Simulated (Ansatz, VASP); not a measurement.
One calculation of InP, two programs

```xyz
2
Lattice="0.0000 2.7688 2.7688 2.7688 0.0000 2.7688 2.7688 2.7688 0.0000" Properties=species:S:1:pos:R:3 pbc="T T T"
In    0.0000    0.0000    0.0000
P     2.7688    2.7688    2.7688
```

Alike in both runs: task single point; functional PBE; k mesh 14 × 14 × 14; occupations gaussian, width 0.05 eV; no spin polarisation.

|  | VASP | Ansatz |
| --- | --- | --- |
| version | VASP 6.6.1 | Ansatz 0.2.0 |
| potentials or method | VASP PAW PBE potentials, release 64 (In_d, P), cutoff 520 eV | scalar-relativistic, plane waves, PAW |
| valence electrons in the cell | 18 | 18 |

```csv
,VASP,Ansatz,Ansatz less VASP
gap on the k mesh at the Fermi level (eV),none,none,-
pressure (GPa),0.1,0.1,+0.03
```

A gap of «none» marks a metal or a gap that the smearing closes. The functional is the same, so the differences come from potentials, cutoffs and numerics.
